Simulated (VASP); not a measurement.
Input of a VASP 6.6.1 run:

The input INCAR:

```
PREC = Accurate ; ENCUT = 520
EDIFF = 1E-6 ; ISMEAR = -1
SIGMA = 0.05 ; LREAL = False
LASPH = True ; NELM = 150
ALGO = Normal ; ISIF = 2
LWAVE = False ; LCHARG = True
ISPIN = 2 ; MAGMOM = -1.558 -1.558
LORBIT = 11 ; LMAXMIX = 4
LELF = True ; LVHAR = True
NBANDS = 20
```

KPOINTS

```
Automatic mesh
0
Gamma
  24 24 13
```

The input POSCAR:

```
Co
1.0
    2.4904741665      0.0000000000      0.0000000000
   -1.2452370832      2.1568138957      0.0000000000
    0.0000000000      0.0000000000      4.0249495624
Co
2
Direct
    0.3333333333      0.6666666667      0.2500000000
    0.6666666667      0.3333333333      0.7500000000
```

Potentials or basis: VASP PAW LDA potentials, release 64 (Co).

Run with:

```console
$ cat potpaw_LDA.64/Co/POTCAR > POTCAR
$ mpirun -np 1 vasp_std > vasp.out
```

(1) Estimate the pressure.

(2) Estimate the net moment.

(3) Estimate the site moments.

## Answers

(1) -18.2 GPa.

(2) -3.09 μB per cell.

(3) Co -1.55 μB.
